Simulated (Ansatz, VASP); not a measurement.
# Sn in VASP and in Ansatz

```xyz
4
Lattice="3.3681 0.0000 0.0000 -1.6841 2.9169 0.0000 0.0000 0.0000 11.1199" Properties=species:S:1:pos:R:3 pbc="T T T"
Sn    0.0000    0.0000    0.0000
Sn    0.0000    0.0000    5.5600
Sn    0.0000    1.9446    2.7800
Sn    1.6841    0.9723    8.3399
```

Alike in both runs: task single point; functional revPBE; k mesh 12 × 12 × 4; occupations fermi-dirac, width 0.1 eV; no spin polarisation.

|  | VASP | Ansatz |
| --- | --- | --- |
| version | VASP 6.6.1 | Ansatz 0.2.0 |
| potentials or method | VASP PAW PBE potentials, release 64 (Sn_d), cutoff 520 eV | plane waves (420 eV) with PAW, scalar-relativistic |
| valence electrons in the cell | 56 | 56 |

VASP gave:

- pressure (GPa): 2.1
- traceless stress, the component that is largest in VASP (GPa): -0.14

Q: Estimate Ansatz's values.

A: Pressure (GPa): 2.2; traceless stress, the component that is largest in VASP (GPa): -0.14.

VASP's potentials were made for PBE, not for revPBE.
